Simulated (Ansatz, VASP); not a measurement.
# One calculation of Ni, two programs

```xyz
2
Lattice="2.5975 0.0000 0.0000 0.0000 2.5975 0.0000 0.0000 0.0000 3.6717" Properties=species:S:1:pos:R:3 pbc="T T T"
Ni    0.0000    0.0000    0.0000
Ni    1.2987    1.2987    1.8358
```

Alike in both runs: task single point; functional revPBE; k mesh 20 × 20 × 15; occupations fermi-dirac, width 0.05 eV; collinear spin.

|  | VASP | Ansatz |
| --- | --- | --- |
| version | VASP 6.6.1 | Ansatz 0.2.0 |
| potentials or method | VASP PAW PBE potentials, release 64 (Ni), cutoff 520 eV | plane waves (420 eV) with PAW, scalar-relativistic |
| valence electrons in the cell | 20 | 36 |

Ansatz gave:

- pressure (GPa): -15.2
- traceless stress, the component that is largest in VASP (GPa): 0.06
- net moment per atom (μB): 0.68
- size of the moment on the site where the two differ most (μB): 0.73

Q: Estimate VASP's values.

A: Pressure (GPa): -14.9; traceless stress, the component that is largest in VASP (GPa): 0.06; net moment per atom (μB): 0.66; size of the moment on the site where the two differ most (μB): 0.69.

VASP's potentials were made for PBE, not for revPBE. Site moments also hang on the region over which each program counts them. VASP's potentials hold 20 valence electrons a cell and Ansatz's 36, so a difference there can come from the potentials and not from the codes.
